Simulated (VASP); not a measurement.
# ScTi3N3 (Pm-3m) in VASP: a series of runs, part 2 of 2

VASP 6.6.1.

## Step 3: Single point, PBE

The input, INCAR:

```
ALGO     = Normal         # electronic algorithm
EDIFF    = 1E-6           # SCF threshold, eV
ENCUT    = 520            # plane-wave cutoff, eV
GGA      = PE             # functional
ISIF     = 2              # what is computed and relaxed
ISMEAR   = 0              # smearing method
LASPH    = True           # aspherical terms in the spheres
LCHARG   = False          # write CHGCAR
LREAL    = False          # projectors in reciprocal space
LWAVE    = False          # write WAVECAR
NBANDS   = 40             # bands
NELM     = 100            # most SCF steps
PREC     = Accurate       # precision mode
SIGMA    = 0.2            # smearing width, eV
```

The input, KPOINTS:

```
k-points
0
Gamma
  6 6 6
```

The input, POSCAR:

```
ScTi3N3
1.0
    4.3038212699      0.0000000000      0.0000000000
    0.0000000000      4.3038212699      0.0000000000
    0.0000000000      0.0000000000      4.3038212699
Sc Ti N
1 3 3
Direct
    0.0000000000      1.0000000000      0.0000000000
    0.5000000000      0.0000000000      0.5000000000
    0.5000000000      0.5000000000      0.0000000000
    0.0000000000      0.5000000000      0.5000000000
    0.5000000000      0.0000000000      0.0000000000
    0.0000000000      0.5000000000      1.0000000000
    0.0000000000      0.0000000000      0.5000000000
```

Potentials or basis: VASP PAW PBE potentials, release 64 (Sc_sv, Ti_sv, N).

Command:

```console
cat potpaw_PBE.64/Sc_sv/POTCAR potpaw_PBE.64/Ti_sv/POTCAR potpaw_PBE.64/N/POTCAR > POTCAR
mpirun -np 1 vasp_std > vasp.out
```

OUTCAR:

```text
EDIFF = 1E-6
   ENCUT = 520
   GGA = PE
   ISIF = 2
   ISMEAR = 0
   LASPH = True
   LREAL = False
   NELM = 100
   PREC = Accurate

 ion  position               nearest neighbor table
   1  0.000  0.000  0.000-   5 2.15   6 2.15   7 2.15   7 2.15   6 2.15   5 2.15   2 3.04   4 3.04
                             2 3.04   3 3.04   4 3.04   3 3.04   4 3.04   2 3.04   3 3.04   4 3.04
   2  0.500  0.000  0.500-   5 2.15   7 2.15   5 2.15   7 2.15   1 3.04   1 3.04   1 3.04   1 3.04

   3  0.500  0.500  0.000-   5 2.15   6 2.15   5 2.15   6 2.15   1 3.04   1 3.04   1 3.04   1 3.04

   4  0.000  0.500  0.500-   6 2.15   7 2.15   6 2.15   7 2.15   1 3.04   1 3.04   1 3.04   1 3.04

   5  0.500  0.000  0.000-   1 2.15   2 2.15   3 2.15   2 2.15   3 2.15   1 2.15
   6  0.000  0.500  0.000-   1 2.15   3 2.15   4 2.15   4 2.15   1 2.15   3 2.15
   7  0.000  0.000  0.500-   1 2.15   2 2.15   4 2.15   1 2.15   4 2.15   2 2.15

  LATTYP: Found a simple cubic cell.
 ALAT       =     4.3038212699

  Lattice vectors:

 A1 = (   4.3038212699,   0.0000000000,   0.0000000000)
 A2 = (   0.0000000000,   4.3038212699,   0.0000000000)
 A3 = (   0.0000000000,   0.0000000000,   4.3038212699)

[... 183 lines left out ...]
 fundamental gap:      0.0432865769
 Fermi energy:         8.8713097103

 k-point     1 :       0.0000    0.0000    0.0000
  band No.  band energies     occupation
      1     -48.3661      2.00000
      2     -48.2919      2.00000
      3     -48.2919      2.00000
      4     -39.7029      2.00000
      5     -24.7721      2.00000
      6     -24.7721      2.00000
[... 849 lines left out ...]
     39      12.3413      0.00000
     40      12.3413      0.00000

------------------------ aborting loop because EDIFF is reached ----------------------------------------

  FORCE on cell =-STRESS in cart. coord.  units (eV):
  Direction    XX          YY          ZZ          XY          YZ          ZX
  --------------------------------------------------------------------------------------
  -------------------------------------------------------------------------------------
  Total        0.4061669      0.4061669      0.4061669     -0.0000000     -0.0000000     -0.0000000
  in kB        8.1630504      8.1630504      8.1630504     -0.0000000     -0.0000000     -0.0000000
  external PRESSURE =       8.1630504 kB  Pullay stress =       0.0000000 kB

 VOLUME and BASIS-vectors are now :
 -----------------------------------------------------------------------------
  energy-cutoff  :      520.00
  volume of cell :       79.72
      direct lattice vectors                 reciprocal lattice vectors
     4.303821270  0.000000000  0.000000000     0.232351656  0.000000000  0.000000000
     0.000000000  4.303821270  0.000000000     0.000000000  0.232351656  0.000000000
     0.000000000  0.000000000  4.303821270     0.000000000  0.000000000  0.232351656

 POSITION                                       TOTAL-FORCE (eV/Angst)
 -----------------------------------------------------------------------------------
      0.00000      0.00000      0.00000         0.000000      0.000000      0.000000
      2.15191      0.00000      2.15191         0.000000      0.000000      0.000000
      2.15191      2.15191      0.00000         0.000000      0.000000      0.000000
      0.00000      2.15191      2.15191         0.000000      0.000000      0.000000
      2.15191      0.00000      0.00000         0.000000      0.000000      0.000000
      0.00000      2.15191      0.00000         0.000000      0.000000      0.000000
      0.00000      0.00000      2.15191         0.000000      0.000000      0.000000
 -----------------------------------------------------------------------------------
    total drift:                                0.000000     -0.000000     -0.000000

  FREE ENERGIE OF THE ION-ELECTRON SYSTEM (eV)
  ---------------------------------------------------
  free  energy   TOTEN  =       -65.3468260861 eV

  energy  without entropy=      -65.2243590332  energy(sigma->0) =      -65.28559256
```

stdout:

```text
POSCAR found type information on POSCAR ScTiN
 POSCAR found :  3 types and       7 ions
 scaLAPACK will be used
 LDA part: xc-table for (Slater+PW92), standard interpolation
 POSCAR, INCAR and KPOINTS ok, starting setup
 FFT: planning ... GRIDC
 FFT: planning ... GRID_SOFT
 FFT: planning ... GRID
 WAVECAR not read
 entering main loop
```

Wall time 54 s (1 thread of Intel Xeon Platinum 8259CL at 2.50GHz (Skylake/Cascade Lake), shared host); peak memory 0.2 GiB.

Results:

| Property | Result |
| --- | --- |
| Free energy | -65.3468 eV |
| Pressure | 0.8 GPa |
| Band gap on the k mesh | zero (band 31 reaches 9.12 eV, above the bottom of band 32 at 7.20 eV) |

## Step 4: Single point, PBE

The input, INCAR:

```
SYSTEM = ScTi3N3
  PREC = Accurate
  ENCUT = 520
  EDIFF = 1E-6
  ISMEAR = 0
  SIGMA = 0.1
  LREAL = .False.
  LASPH = .True.
  NELM = 60
  ALGO = Normal
  ISIF = 2
  LWAVE = .False.
  LCHARG = .False.
  GGA = PE
  NBANDS = 40
```

The input, KPOINTS:

```
regular mesh
0
Gamma
  8 8 8
  0 0 0
```

Edit POSCAR of step 3 so:

```diff
@@ -8,3 +8,3 @@
 Direct
-    0.0000000000      1.0000000000      0.0000000000
+    0.0000000000      0.0000000000      0.0000000000
     0.5000000000      0.0000000000      0.5000000000
@@ -13,3 +13,3 @@
     0.5000000000      0.0000000000      0.0000000000
-    0.0000000000      0.5000000000      1.0000000000
+    0.0000000000      0.5000000000      0.0000000000
     0.0000000000      0.0000000000      0.5000000000
```

Potentials or basis: VASP PAW PBE potentials, release 64 (Sc_sv, Ti_sv, N).

Command:

```console
cat potpaw_PBE.64/Sc_sv/POTCAR potpaw_PBE.64/Ti_sv/POTCAR potpaw_PBE.64/N/POTCAR > POTCAR
mpirun -np 1 vasp_std > vasp.out
```

OUTCAR:

```text
SYSTEM = ScTi3N3
   PREC = Accurate
   ENCUT = 520
   EDIFF = 1E-6
   ISMEAR = 0
   LREAL = .False.
   LASPH = .True.
   NELM = 60
   ISIF = 2
   GGA = PE

 ion  position               nearest neighbor table
   1  0.000  0.000  0.000-   5 2.15   6 2.15   7 2.15   7 2.15   6 2.15   5 2.15   2 3.04   4 3.04
                             2 3.04   3 3.04   4 3.04   3 3.04   4 3.04   2 3.04   3 3.04   4 3.04
   2  0.500  0.000  0.500-   5 2.15   7 2.15   5 2.15   7 2.15   1 3.04   1 3.04   1 3.04   1 3.04

   3  0.500  0.500  0.000-   5 2.15   6 2.15   5 2.15   6 2.15   1 3.04   1 3.04   1 3.04   1 3.04

   4  0.000  0.500  0.500-   6 2.15   7 2.15   6 2.15   7 2.15   1 3.04   1 3.04   1 3.04   1 3.04

   5  0.500  0.000  0.000-   1 2.15   2 2.15   3 2.15   2 2.15   3 2.15   1 2.15
[... 1245 lines left out ...]
  external PRESSURE =       6.0609426 kB  Pullay stress =       0.0000000 kB

 VOLUME and BASIS-vectors are now :
 -----------------------------------------------------------------------------
  energy-cutoff  :      520.00
  volume of cell :       79.72
      direct lattice vectors                 reciprocal lattice vectors
     4.303821270  0.000000000  0.000000000     0.232351656  0.000000000  0.000000000
     0.000000000  4.303821270  0.000000000     0.000000000  0.232351656  0.000000000
     0.000000000  0.000000000  4.303821270     0.000000000  0.000000000  0.232351656

 POSITION                                       TOTAL-FORCE (eV/Angst)
 -----------------------------------------------------------------------------------
      0.00000      0.00000      0.00000         0.000000      0.000000      0.000000
      2.15191      0.00000      2.15191         0.000000      0.000000      0.000000
      2.15191      2.15191      0.00000         0.000000      0.000000      0.000000
      0.00000      2.15191      2.15191         0.000000      0.000000      0.000000
      2.15191      0.00000      0.00000         0.000000      0.000000      0.000000
      0.00000      2.15191      0.00000         0.000000      0.000000      0.000000
      0.00000      0.00000      2.15191         0.000000      0.000000      0.000000
 -----------------------------------------------------------------------------------
    total drift:                                0.000000     -0.000000     -0.000000

  FREE ENERGIE OF THE ION-ELECTRON SYSTEM (eV)
  ---------------------------------------------------
  free  energy   TOTEN  =       -65.3186370826 eV

  energy  without entropy=      -65.2871349122  energy(sigma->0) =      -65.30288600
```

OSZICAR:

```text
N       E                     dE             d eps       ncg     rms          rms(c)
DAV:   1     0.864109332989E+03    0.86411E+03   -0.29478E+04  2800   0.189E+03
DAV:   2     0.644618321718E+02   -0.79965E+03   -0.77603E+03  2800   0.610E+02
DAV:   3    -0.700203832534E+02   -0.13448E+03   -0.13068E+03  4424   0.207E+02
DAV:   4    -0.814322657981E+02   -0.11412E+02   -0.11279E+02  4536   0.632E+01
DAV:   5    -0.822816926256E+02   -0.84943E+00   -0.84780E+00  4496   0.137E+01    0.317E+01
DAV:   6    -0.659240710389E+02    0.16358E+02   -0.12478E+02  4144   0.695E+01    0.127E+01
DAV:   7    -0.654061525708E+02    0.51792E+00   -0.19165E+01  4480   0.270E+01    0.784E+00
DAV:   8    -0.653162208924E+02    0.89932E-01   -0.13923E+00  3904   0.755E+00    0.329E+00
DAV:   9    -0.653183514048E+02   -0.21305E-02   -0.21728E-01  4648   0.310E+00    0.107E+00
DAV:  10    -0.653208137767E+02   -0.24624E-02   -0.94898E-02  4096   0.237E+00    0.436E-01
DAV:  11    -0.653186112739E+02    0.22025E-02   -0.20059E-02  3984   0.107E+00    0.110E-01
DAV:  12    -0.653186310288E+02   -0.19755E-04   -0.17674E-03  4472   0.314E-01    0.234E-02
DAV:  13    -0.653186408383E+02   -0.98095E-05   -0.16540E-04  4760   0.807E-02    0.164E-02
DAV:  14    -0.653186371357E+02    0.37026E-05   -0.12696E-05  3624   0.211E-02    0.731E-03
DAV:  15    -0.653186370826E+02    0.53182E-07   -0.22558E-06  2456   0.124E-02
   1 F= -.65318637E+02 E0= -.65302886E+02  d E =-.315022E-01
```

It took 90 s on 1 thread of Intel Xeon Platinum 8259CL at 2.50GHz (Skylake/Cascade Lake), shared host; peak memory 0.23 GiB.

What came out:

```
Free energy            : -65.3186 eV
Pressure               : 0.6 GPa
Band gap on the k mesh : zero (band 31 reaches 9.17 eV, above the bottom of band 32 at 7.20 eV)
```

## Step 5: Overview

| spin | cell | k mesh | smearing | gap on the mesh (eV) | pressure (GPa) |
| --- | --- | --- | --- | --- | --- |
| collinear, ferromagnetic start | a = 4.302 Å, 7 atoms | 3 × 3 × 3 | gaussian 0.15 eV | none | 1.1 |
| off | a = 4.304 Å, 7 atoms | 6 × 6 × 6 | gaussian 0.2 eV | none | 0.8 |
| off | a = 4.304 Å, 7 atoms | 8 × 8 × 8 | gaussian 0.1 eV | none | 0.6 |

Alike in all rows: task single point; level PBE; potentials or basis VASP PAW PBE potentials, release 64 (Sc_sv, Ti_sv, N); cutoff (eV) 520.

Caveats: some runs use coarse meshes.

Total energies depend on the potentials used, so only differences within one code and one set of settings carry meaning.
